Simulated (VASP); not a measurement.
MgScI2:

```xyz
4
Lattice="6.2734 0.0000 0.0000 0.0000 6.2734 0.0000 0.0000 0.0000 2.6308" Properties=species:S:1:pos:R:3 pbc="T T T"
Mg    0.0000    0.0000    0.0000
Sc    3.1367    3.1367    1.3154
I     3.1367    0.0000    0.0000
I     0.0000    3.1367    0.0000
```

```yaml
Program: VASP 6.6.1
Task: relaxation of cell and atoms
Functional: PBE
Potentials_or_basis: VASP PAW PBE potentials, release 64 (Mg, Sc_sv, I)
Cutoff: 600 eV
k_mesh: 4 × 4 × 6
Occupations: gaussian, width 0.1 eV
Spin: no spin polarisation
```

At the start: pressure 21.4 GPa; volume 25.88 Å³/atom.

**Question.** How do energy, volume and symmetry change on relaxing?

**Answer.** Over 11 steps the energy falls by 1164.2 meV/atom and the volume is 30.11 Å³/atom (+16.3 %); space group P4/mmm (No. 123, to 0.05 Å).

The path:
| step | energy change (eV) | largest force (eV/Å) | pressure (GPa) | volume (Å³) |
| --- | --- | --- | --- | --- |
| 1 | 0.0000 | 0.0000 | 21.36 | 103.54 |
| 2 | -4.1210 | 0.0000 | -3.84 | 154.84 |
| 3 | -4.2316 | 0.0000 | -0.62 | 132.65 |
| 4 | -4.3437 | 0.0000 | -3.09 | 144.47 |
| 5 | -4.3670 | 0.0000 | -2.42 | 139.81 |
| 6 | -4.3679 | 0.0000 | -2.56 | 140.59 |
| 7 | -4.5743 | 0.0000 | -1.74 | 130.86 |
| 8 | -4.6497 | 0.0000 | -0.68 | 123.54 |
| 9 | -4.6541 | 0.0000 | -0.25 | 121.16 |
| 10 | -4.6542 | 0.0000 | -0.31 | 121.53 |
| 11 | -4.6569 | 0.0000 | -0.05 | 120.43 |

Final structure:
```
CELL_PARAMETERS angstrom
5.78204 0.00000 0.00000
0.00000 5.78204 0.00000
0.00000 0.00000 3.60229
ATOMIC_POSITIONS crystal
Mg 0.00000 0.00000 0.00000
Sc 0.50000 0.50000 0.50000
I 0.50000 0.00000 0.00000
I 0.00000 0.50000 0.00000
```

Caveat: the k points lie up to 0.29 Å⁻¹ apart in the final cell; the volume moved by over 15 % at a fixed basis, so the end points are rough; an odd number of electrons without spin polarisation forces a metal; a magnetic or distorted state may lie lower.
